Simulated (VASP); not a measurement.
# AlNi in VASP: a series of runs, part 2 of 3

VASP 6.6.1.

## Step 3: Single point, PBEsol

This run uses another cell than the first one, of 10.47 Å³/atom, 0.840 times its volume.

File INCAR:

```
SYSTEM = AlNi
PREC = Accurate
ENCUT = 520
EDIFF = 1E-6
ISMEAR = 0
SIGMA = 0.1
LREAL = .False.
LASPH = .True.
NELM = 80
ALGO = Normal
ISIF = 2
LWAVE = .False.
LCHARG = .True.
GGA = PS
LELF = .True.
LVHAR = .True.
NBANDS = 14
```

File KPOINTS:

```
Automatic mesh
0
Gamma
  14 14 14
  0 0 0
```

File POSCAR:

```
AlNi
1.0
    2.7564020833      0.0000000000      0.0000000000
    0.0000000000      2.7564020833      0.0000000000
    0.0000000000      0.0000000000      2.7564020833
Al Ni
1 1
Direct
    0.5000000000      0.5000000000      0.5000000000
    0.0000000000      0.0000000000      0.0000000000
```

Potentials or basis: VASP PAW PBE potentials, release 64 (Al, Ni).

On the command line:

```
$ cat potpaw_PBE.64/Al/POTCAR potpaw_PBE.64/Ni/POTCAR > POTCAR
$ mpirun -np 1 vasp_std > vasp.out
```

OUTCAR:

```text
SYSTEM = AlNi
   PREC = Accurate
   ENCUT = 520
   EDIFF = 1E-6
   ISMEAR = 0
   LREAL = .False.
   LASPH = .True.
   NELM = 80
   ISIF = 2
   GGA = PS

 ion  position               nearest neighbor table
   1  0.500  0.500  0.500-   2 2.39   2 2.39   2 2.39   2 2.39   2 2.39   2 2.39   2 2.39   2 2.39

   2  0.000  0.000  0.000-   1 2.39   1 2.39   1 2.39   1 2.39   1 2.39   1 2.39   1 2.39   1 2.39

  LATTYP: Found a simple cubic cell.
 ALAT       =     2.7564020833

  Lattice vectors:

 A1 = (   2.7564020833,   0.0000000000,   0.0000000000)
 A2 = (   0.0000000000,   2.7564020833,   0.0000000000)
[... 587 lines left out ...]
     11      24.4063      0.00000
     12      26.8720      0.00000
     13      29.1677      0.00000
     14      30.8932      0.00000

 [... further k-points ...]
[... 5 lines left out ...]
  --------------------------------------------------------------------------------------
  -------------------------------------------------------------------------------------
  Total        3.2858405      3.2858405      3.2858405     -0.0000000     -0.0000000     -0.0000000
  in kB      251.3792109    251.3792109    251.3792109     -0.0000000     -0.0000000     -0.0000000
  external PRESSURE =     251.3792109 kB  Pullay stress =       0.0000000 kB

 VOLUME and BASIS-vectors are now :
 -----------------------------------------------------------------------------
  energy-cutoff  :      520.00
  volume of cell :       20.94
      direct lattice vectors                 reciprocal lattice vectors
     2.756402083  0.000000000  0.000000000     0.362791773  0.000000000  0.000000000
     0.000000000  2.756402083  0.000000000     0.000000000  0.362791773  0.000000000
     0.000000000  0.000000000  2.756402083     0.000000000  0.000000000  0.362791773

 POSITION                                       TOTAL-FORCE (eV/Angst)
 -----------------------------------------------------------------------------------
      1.37820      1.37820      1.37820         0.000000      0.000000      0.000000
      0.00000      0.00000      0.00000         0.000000      0.000000      0.000000
 -----------------------------------------------------------------------------------
    total drift:                                0.000000      0.000000      0.000000

  FREE ENERGIE OF THE ION-ELECTRON SYSTEM (eV)
  ---------------------------------------------------
  free  energy   TOTEN  =       -11.4075942095 eV

  energy  without entropy=      -11.4029124334  energy(sigma->0) =      -11.40525332
```

Run time: 33 s. Hardware: 1 thread of Intel Xeon Platinum 8375C at 2.90GHz (Ice Lake), shared host; peak memory 0.16 GiB.

Results:

* Free energy: -11.4076 eV
* Pressure: 25.1 GPa

Caveat: the PAW data sets were made with another functional, which shifts forces and pressure a little. Spin polarisation is off, so any magnetic state and its effect on volume and gap are missing.

## Step 4: Single point, PBEsol

This run uses another cell than the first one, of 11.03 Å³/atom, 0.886 times its volume.

File INCAR:

```
PREC = Accurate
ENCUT = 520
EDIFF = 1E-7
ISMEAR = 0
SIGMA = 0.1
LREAL = False
LASPH = True
NELM = 60
ALGO = Normal
ISIF = 2
LWAVE = False
LCHARG = True
GGA = PS
LELF = True
LVHAR = True
NBANDS = 14
```

File KPOINTS:

```
Automatic mesh
0
Gamma
  14 14 14
```

File POSCAR:

```
AlNi
1.0
    2.8049306662      0.0000000000      0.0000000000
    0.0000000000      2.8049306662      0.0000000000
    0.0000000000      0.0000000000      2.8049306662
Al Ni
1 1
Direct
    0.5000000000      0.5000000000      0.5000000000
    0.0000000000      0.0000000000      0.0000000000
```

Potentials or basis: VASP PAW PBE potentials, release 64 (Al, Ni).

On the command line:

```
$ cat potpaw_PBE.64/Al/POTCAR potpaw_PBE.64/Ni/POTCAR > POTCAR
$ mpirun -np 1 vasp_std > vasp.out
```

OUTCAR:

```text
PREC = Accurate
   ENCUT = 520
   EDIFF = 1E-7
   ISMEAR = 0
   LREAL = False
   LASPH = True
   NELM = 60
   ISIF = 2
   GGA = PS

 ion  position               nearest neighbor table
   1  0.500  0.500  0.500-   2 2.43   2 2.43   2 2.43   2 2.43   2 2.43   2 2.43   2 2.43   2 2.43

   2  0.000  0.000  0.000-   1 2.43   1 2.43   1 2.43   1 2.43   1 2.43   1 2.43   1 2.43   1 2.43

  LATTYP: Found a simple cubic cell.
 ALAT       =     2.8049306662

  Lattice vectors:

 A1 = (   2.8049306662,   0.0000000000,   0.0000000000)
 A2 = (   0.0000000000,   2.8049306662,   0.0000000000)
 A3 = (   0.0000000000,   0.0000000000,   2.8049306662)

Analysis of symmetry for initial positions (statically):
=====================================================================
 Subroutine PRICEL returns:
 Original cell was already a primitive cell.

 Routine SETGRP: Setting up the symmetry group for a
 simple cubic supercell.

 Subroutine GETGRP returns: Found 48 space group operations
 (whereof 48 operations were pure point group operations)
 out of a pool of 48 trial point group operations.

The static configuration has the point symmetry O_h .

Analysis of symmetry for dynamics (positions and initial velocities):
=====================================================================
 Subroutine PRICEL returns:
 Original cell was already a primitive cell.

 Routine SETGRP: Setting up the symmetry group for a
 simple cubic supercell.

 Subroutine GETGRP returns: Found 48 space group operations
 (whereof 48 operations were pure point group operations)
 out of a pool of 48 trial point group operations.

The dynamic configuration has the point symmetry O_h .

 Subroutine INISYM returns: Found 48 space group operations
 (whereof 48 operations are pure point group operations),
 and found     1 'primitive' translations

----------------------------------------------------------------------------------------

                                     Primitive cell

  volume of cell :      22.0682

  direct lattice vectors                    reciprocal lattice vectors
     2.804930666  0.000000000  0.000000000     0.356515051  0.000000000  0.000000000
     0.000000000  2.804930666  0.000000000     0.000000000  0.356515051  0.000000000
     0.000000000  0.000000000  2.804930666     0.000000000  0.000000000  0.356515051

  length of vectors
     2.804930666  2.804930666  2.804930666     0.356515051  0.356515051  0.356515051

  position of ions in fractional coordinates (direct lattice)
     0.500000000  0.500000000  0.500000000
     0.000000000  0.000000000  0.000000000

  ion indices of the primitive-cell ions
   primitive index   ion index
                 1           1
                 2           2

----------------------------------------------------------------------------------------

 KPOINTS: Automatic mesh

Automatic generation of k-mesh.
 Grid dimensions read from file:
 generate k-points for:   14   14   14

 Generating k-lattice:

  Cartesian coordinates                     Fractional coordinates (reciprocal lattice)
     0.025465361  0.000000000  0.000000000     0.071428571  0.000000000  0.000000000
     0.000000000  0.025465361  0.000000000     0.000000000  0.071428571  0.000000000
     0.000000000  0.000000000  0.025465361     0.000000000  0.000000000  0.071428571

  Length of vectors
     0.025465361  0.025465361  0.025465361

  Shift w.r.t. Gamma in fractional coordinates (k-lattice)
     0.000000000  0.000000000  0.000000000

 Subroutine IBZKPT returns following result:
 ===========================================

 Found    120 irreducible k-points:

 Following reciprocal coordinates:
            Coordinates               Weight
  0.000000  0.000000  0.000000      1.000000
  0.071429  0.000000  0.000000      6.000000
  0.142857  0.000000  0.000000      6.000000
  0.214286  0.000000  0.000000      6.000000
  0.285714  0.000000  0.000000      6.000000
  0.357143  0.000000  0.000000      6.000000
[... 16 lines left out ...]
  0.285714  0.214286  0.000000     24.000000
  0.357143  0.214286  0.000000     24.000000
 [... further k-points ...]
   k-points           NKPTS =    120   k-points in BZ     NKDIM =    120   number of bands    NBANDS=     14
   number of dos      NEDOS =    301   number of ions     NIONS =      2
   total plane-waves  NPLWV =  13824
   dimension x,y,z NGX =    24 NGY =   24 NGZ =   24
   dimension x,y,z NGXF=    48 NGYF=   48 NGZF=   48
   ions per type =               1   1
   NGX,Y,Z   is equivalent  to a cutoff of  14.22, 14.22, 14.22 a.u.
   NGXF,Y,Z  is equivalent  to a cutoff of  28.45, 28.45, 28.45 a.u.
 SYSTEM =  unknown system
   PREC   = accura    normal or accurate (medium, high low for compatibility)
   ISTART =      0    job   : 0-new  1-cont  2-samecut
   ICHARG =      2    charge: 1-file 2-atom 10-const
   ISPIN  =      1    spin polarized calculation?
   LNONCOLLINEAR =      F non collinear calculations
   LSORBIT =      F    spin-orbit coupling
   LASPH  =      T    aspherical Exc in radial PAW
   ENCUT  =  520.0 eV  38.22 Ry    6.18 a.u.   5.22  5.22  5.22*2*pi/ulx,y,z
   NELM   =     60;   NELMIN=  2; NELMDL= -5     # of ELM steps
   EDIFF  = 0.1E-06   stopping-criterion for ELM
   LREAL  =      F    real-space projection
   EDIFFG = 0.1E-05   stopping-criterion for IOM
   NSW    =      0    number of steps for IOM
   IBRION =     -1    ionic relax: 0-MD 1-quasi-New 2-CG
   NFREE  =      0    steps in history (QN), initial steepest desc. (CG)
   ISIF   =      2    stress and relaxation
   ISYM   =      2    0-nonsym 1-usesym 2-fastsym
   POTIM  = 0.5000    time-step for ionic-motion
   TEBEG  =    0.0;   TEEND  =   0.0 temperature during run
   PSTRESS=    0.0 pullay stress
   NELECT =      13.0000    total number of electrons
   NUPDOWN=      -1.0000    fix difference up-down
   EMIN   =  10.00;   EMAX   =-10.00  energy-range for DOS
   EFERMI =   0.00;   METHOD = LEGACY
   ISMEAR =     0;   SIGMA  =   0.10  broadening in eV -4-tet -1-fermi 0-gaus
   EFERMI_NEDOS =   21; number of points for ismear=-14 and -15
   IALGO  =     38    algorithm
   IMIX   =      4    mixing-type and parameters
     AMIX     =   0.40;   BMIX     =  1.00
     AMIX_MAG =   1.60;   BMIX_MAG =  1.00
  volume/ion in A,a.u.               =      11.03        74.46
  Fermi-wavevector in a.u.,A,eV,Ry     =   1.372357  2.593379 25.624725  1.883364
  Thomas-Fermi vector in A             =   2.497971
   LORBIT       =      0    0 simple, 1 ext, 2 COOP (PROOUT), +10 PAW based schemes
   GGA     = PS    functional components
   LHFCALC =     F    Hartree Fock is set to
   AEXX    =    0.0000 exact exchange contribution
   IVDW    =     0    specifies the selected vdW correction
   LEPSILON=     F    determine dielectric tensor
   LRPA    =     F    only Hartree local field effects (RPA)
 non-spin polarized calculation
 Gauss-broadening in eV      SIGMA  =   0.10
  energy-cutoff  :      520.00
  volume of cell :       22.07
 maximum number of plane-waves:       624
 NGX is ok and might be reduce to    24
   NGX = 11   NGY = 11   NGZ = 11

 number of electron      12.9999986 magnetization

 Free energy of the ion-electron system (eV)
  ---------------------------------------------------
  ext. energy  EPLUGINS =         0.00000000
  ---------------------------------------------------
  free energy    TOTEN  =       -11.53665688 eV

  energy without entropy =      -11.53173153  energy(sigma->0) =      -11.53419420

 E-fermi :  10.9659     XC(G=0): -12.5616

 val. band max:       10.9364209120   @ k =   0.5000   0.5000   0.2857
 cond. band min:      10.9732240989   @ k =   0.3571   0.2143   0.0714
 fundamental gap:      0.0368031869
 Fermi energy:        10.9658624035

 k-point     1 :       0.0000    0.0000    0.0000
  band No.  band energies     occupation
      1      -0.7379      2.00000
      2       7.3490      2.00000
      3       7.3490      2.00000
      4       9.2778      2.00000
      5       9.2778      2.00000
      6       9.2778      2.00000
      7      16.8425      0.00000
      8      16.8425      0.00000
      9      16.8425      0.00000
     10      19.4044      0.00000
     11      19.4044      0.00000
     12      26.2162      0.00000
     13      32.8459      0.00000
     14      32.8459      0.00000
[... 375 lines left out ...]
 k-point    24 :       0.3571    0.2143    0.0000
  band No.  band energies     occupation
      1       2.4596      2.00000
      2       6.3951      2.00000
      3       7.7996      2.00000
      4       8.4050      2.00000
      5       8.6862      2.00000
      6       9.0605      2.00000
      7      10.9044      1.61525
      8      15.0220      0.00000
      9      19.1647      0.00000
     10      20.6917      0.00000
     11      23.1964      0.00000
     12      25.5887      0.00000
     13      27.8797      0.00000
     14      29.5099      0.00000

 [... further k-points ...]
[... 5 lines left out ...]
  --------------------------------------------------------------------------------------
  -------------------------------------------------------------------------------------
  Total        1.6740052      1.6740052      1.6740052      0.0000000      0.0000000     -0.0000000
  in kB      121.5348987    121.5348987    121.5348987      0.0000000      0.0000000     -0.0000000
  external PRESSURE =     121.5348987 kB  Pullay stress =       0.0000000 kB

 VOLUME and BASIS-vectors are now :
 -----------------------------------------------------------------------------
  energy-cutoff  :      520.00
  volume of cell :       22.07
      direct lattice vectors                 reciprocal lattice vectors
     2.804930666  0.000000000  0.000000000     0.356515051  0.000000000  0.000000000
     0.000000000  2.804930666  0.000000000     0.000000000  0.356515051  0.000000000
     0.000000000  0.000000000  2.804930666     0.000000000  0.000000000  0.356515051

 POSITION                                       TOTAL-FORCE (eV/Angst)
 -----------------------------------------------------------------------------------
      1.40247      1.40247      1.40247         0.000000      0.000000      0.000000
      0.00000      0.00000      0.00000         0.000000      0.000000      0.000000
 -----------------------------------------------------------------------------------
    total drift:                                0.000000      0.000000      0.000000

  FREE ENERGIE OF THE ION-ELECTRON SYSTEM (eV)
  ---------------------------------------------------
  free  energy   TOTEN  =       -11.5366568765 eV

  energy  without entropy=      -11.5317315322  energy(sigma->0) =      -11.53419420
```

Wall time 28 s (1 thread of Intel Xeon Platinum 8375C at 2.90GHz (Ice Lake), shared host); peak memory 0.16 GiB.

Results:

| Item | Value |
| --- | --- |
| Free energy | -11.5367 eV |
| Pressure | 12.2 GPa |

Caveat: the PAW data sets were made with another functional, which shifts forces and pressure a little. Spin polarisation is off, so any magnetic state and its effect on volume and gap are missing.

(Continued in part 3 of 3.)
